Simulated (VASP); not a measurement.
Input of a VASP 6.6.1 run:

File INCAR:

```
PREC = Accurate
ENCUT = 600
EDIFF = 1E-7
ISMEAR = 0
SIGMA = 0.01
LREAL = False
LASPH = True
NELM = 120
ALGO = Normal
ISIF = 8
LWAVE = False
LCHARG = False
GGA = PS
IBRION = 2
NSW = 80
EDIFFG = -0.02
GGA_COMPAT = False
NELMIN = 4
```

KPOINTS

```
Automatic mesh
0
Gamma
  8 8 5
```

Contents of POSCAR:

```
ZnO
1.0
    3.2493080000      0.0000000000      0.0000000000
   -1.6246540000      2.8139830000      0.0000000000
    0.0000000000      0.0000000000      5.2057090000
Zn O
2 2
Direct
    0.3333333333      0.6666666667      0.5000000000
    0.6666666667      0.3333333333      0.0000000000
    0.6666666667      0.3333333333      0.3790100000
    0.3333333333      0.6666666667      0.8790100000
```

Potentials or basis: VASP PAW PBE potentials, release 64 (Zn, O).

Command:

```bash
$ cat potpaw_PBE.64/Zn/POTCAR potpaw_PBE.64/O/POTCAR > POTCAR
$ mpirun -np 1 vasp_std > vasp.out
```

Task: Predict the relaxed volume.

Result: 11.84 Å³/atom.

Task: Estimate the relaxed cell.

Result: a = 3.244 Å, b = 3.244 Å, c = 5.197 Å, α = 90.00°, β = 90.00°, γ = 120.00°.

Task: What does it give for the space group after relaxing (to 0.1 Å)?

Result: P6_3mc (No. 186).

Stress tensor (GPa, compression positive):
```
-0.28  0.00  0.00
 0.00 -0.28  0.00
 0.00  0.00  0.62
```

Caveat: the PAW data sets were made with another functional, which shifts forces and pressure a little.
